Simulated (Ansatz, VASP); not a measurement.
Al in VASP and in Ansatz

```
Al
1.0
     2.83942    0.00000    0.00000
     0.00000    4.01554    0.00000
     0.00000    0.00000   21.67880
Al
5
Cartesian
  0.0000 0.0000 8.0780
  1.4197 2.0078 9.4227
  0.0000 0.0000 10.8394
  1.4197 2.0078 12.2561
  0.0000 0.0000 13.6008
```

Alike in both runs: functional PBEsol; k mesh 14 × 10 × 1; occupations fermi-dirac, width 0.05 eV; no spin polarisation.

Ansatz relaxed the structure, and its values are those at the end. VASP's run is a single point on that final structure, the one shown.

|  | VASP | Ansatz |
| --- | --- | --- |
| version | VASP 6.6.1 | Ansatz 0.2.0 |
| potentials or method | VASP PAW PBE potentials, release 64 (Al), cutoff 520 eV | all-electron LAPW, scalar-relativistic |

|  | VASP | Ansatz | Ansatz less VASP |
| --- | --- | --- | --- |
| rms of the force components (eV/Å) | 0.006 | 0.004 | -0.0020 |

VASP's potentials were made for PBE, not for PBEsol. Ansatz ran all-electron here, and VASP with PAW potentials.
